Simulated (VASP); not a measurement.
The system is HfO2.

```
Hf O
1.0
     5.10307    0.01190    0.01190
     0.01190    5.10307    0.01190
     0.01190    0.01190    5.10307
Hf O
4 8
Direct
  0.00065 0.00065 0.00065
  0.97411 0.50663 0.50663
  0.50663 0.97411 0.50663
  0.50663 0.50663 0.97411
  0.32828 0.32828 0.32828
  0.13696 0.13696 0.69506
  0.13696 0.69506 0.13696
  0.13066 0.69128 0.69128
  0.69506 0.13696 0.13696
  0.69128 0.13066 0.69128
  0.69128 0.69128 0.13066
  0.71384 0.71384 0.71384
```

| Quantity | Value |
| --- | --- |
| Program | VASP 6.6.1 |
| Task | relaxation of the atoms |
| Functional | PBEsol |
| Potentials or basis | VASP PAW PBE potentials, release 64 (Hf_pv, O) |
| Cutoff | 520 eV |
| k mesh | 4 × 4 × 4 |
| Occupations | gaussian, width 0.01 eV |
| Spin | no spin polarisation |

At the start: pressure 56.3 GPa; volume 11.07 Å³/atom.

Where does the relaxation end?

Over 37 steps the energy falls by 1507.3 meV/atom at a fixed cell; space group R3m (No. 160, to 0.1 Å) before, P-43m (No. 215, to 0.1 Å).

Step by step:
```csv
step,energy change (eV),largest force (eV/Å),pressure (GPa)
1,0.0000,20.8780,56.28
2,0.5535,8.7946,18.65
3,-3.0262,6.7955,11.22
4,-4.4685,5.8057,8.56
5,-9.3150,5.4522,1.65
6,-9.7042,4.7803,10.84
7,-9.9701,4.9154,3.56
8,-10.0391,4.7668,5.86
9,-13.4279,3.6501,-0.41
10,-13.4571,4.0578,-0.51
11,-16.0345,3.3094,-4.16
12,-16.7981,4.6649,-6.59
13,-17.7708,1.3860,-6.30
14,-17.8732,0.9989,-7.23
15,-17.9644,1.2163,-7.35
16,-17.9647,1.2561,-7.34
17,-18.0182,0.2738,-7.45
18,-18.0182,0.2763,-7.45
19,-18.0325,0.2736,-7.61
20,-18.0334,0.2925,-7.64
21,-18.0427,0.2081,-7.54
22,-18.0487,0.1697,-7.30
23,-18.0581,0.1546,-7.33
24,-18.0714,0.2407,-7.31
25,-18.0799,0.1158,-7.40
26,-18.0822,0.1334,-7.45
27,-18.0850,0.0860,-7.50
28,-18.0858,0.1155,-7.54
29,-18.0866,0.0545,-7.65
30,-18.0866,0.0499,-7.69
31,-18.0870,0.0240,-7.75
32,-18.0870,0.0281,-7.75
33,-18.0870,0.0280,-7.77
34,-18.0870,0.0100,-7.76
35,-18.0871,0.0059,-7.78
36,-18.0871,0.0087,-7.79
37,-18.0871,0.0033,-7.80
```

Final structure:
```yaml
crystal:
  lattice:
    - [5.10307, 0.01190, 0.01190]
    - [0.01190, 5.10307, 0.01190]
    - [0.01190, 0.01190, 5.10307]
  atoms:
    - { symbol: Hf, position: [0.95798, 0.95798, 0.95798] }
    - { symbol: Hf, position: [0.96012, 0.45955, 0.45955] }
    - { symbol: Hf, position: [0.45955, 0.96012, 0.45955] }
    - { symbol: Hf, position: [0.45955, 0.45955, 0.96012] }
    - { symbol: O, position: [0.23955, 0.23955, 0.23955] }
    - { symbol: O, position: [0.18749, 0.18749, 0.73195] }
    - { symbol: O, position: [0.18749, 0.73195, 0.18749] }
    - { symbol: O, position: [0.23834, 0.67971, 0.67971] }
    - { symbol: O, position: [0.73195, 0.18749, 0.18749] }
    - { symbol: O, position: [0.67971, 0.23834, 0.67971] }
    - { symbol: O, position: [0.67971, 0.67971, 0.23834] }
    - { symbol: O, position: [0.73092, 0.73092, 0.73092] }
```

Caveat: the PAW data sets were made with another functional, which shifts forces and pressure a little.
